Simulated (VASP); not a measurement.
## Fe: single point with PBE

Crystal: Fe.

```
CELL_PARAMETERS angstrom
-1.36857 1.36857 1.47478
1.36857 -1.36857 1.47478
1.36857 1.36857 -1.47478
ATOMIC_POSITIONS crystal
Fe 0.00000 0.00000 0.00000
```

This cell differs from its parent crystal: volume 11.049 Å^3 an atom, c/a of the conventional cell 1.0776.

* Program: VASP 6.6.1
* Task: single point
* Functional: PBE
* Potentials or basis: VASP PAW PBE potentials, release 64 (Fe)
* Cutoff: 520 eV
* k mesh: 12 × 12 × 12
* Occupations: gaussian, width 0.15 eV
* Spin: collinear spin, ferromagnetic start
* Starting moments: [2.44] μB
* Dipole correction: no
* Further INCAR settings: ALGO = Normal; EDIFF = 1e-06; NBANDS = 14

```json
{"Pressure": "6.2 GPa", "Net moment": "2.16 μB per cell", "Site moments": "Fe +2.15 μB", "Valence electrons inside the program's atomic spheres": "Fe 7.33"}
```

Stress tensor (GPa, compression positive):
```
9.06 0.00 0.00
0.00 9.06 0.00
0.00 0.00 0.60
```

Levels at points of the mesh, in eV from the Fermi level:
Spin up:
```tsv
k point	band 2	band 3	band 4	band 5	band 6	band 7	band 8	band 9
(0.00, 0.00, 0.00)	-2.47	-2.47	-2.10	-1.34	-0.96	24.24	25.79	25.79
(0.50, 0.00, 0.00)	-3.31	-1.38	-0.80	0.30	0.37	7.36	19.16	21.50
(0.50, 0.50, 0.00)	-3.83	-0.78	-0.72	0.49	0.93	8.14	17.57	19.11
(0.50, 0.50, 0.50)	-4.94	0.03	0.21	0.21	8.24	11.12	11.12	14.90
```
Spin down:
```csv
k point,band 1,band 2,band 3,band 4,band 5,band 6,band 7,band 8
"(0.00, 0.00, 0.00)",-8.44,-0.66,-0.66,-0.10,1.29,1.87,23.99,25.61
"(0.50, 0.00, 0.00)",-3.84,-1.58,0.42,1.16,1.93,2.57,8.72,19.18
"(0.50, 0.50, 0.00)",-3.80,-2.24,1.08,1.86,2.03,2.62,9.49,17.74
"(0.50, 0.50, 0.50)",-3.32,-3.13,2.27,2.31,2.31,8.51,11.41,11.41
```

Wall time 85 s on 1 thread of AMD EPYC 7571, on a shared host, peak memory 0.12 GiB.
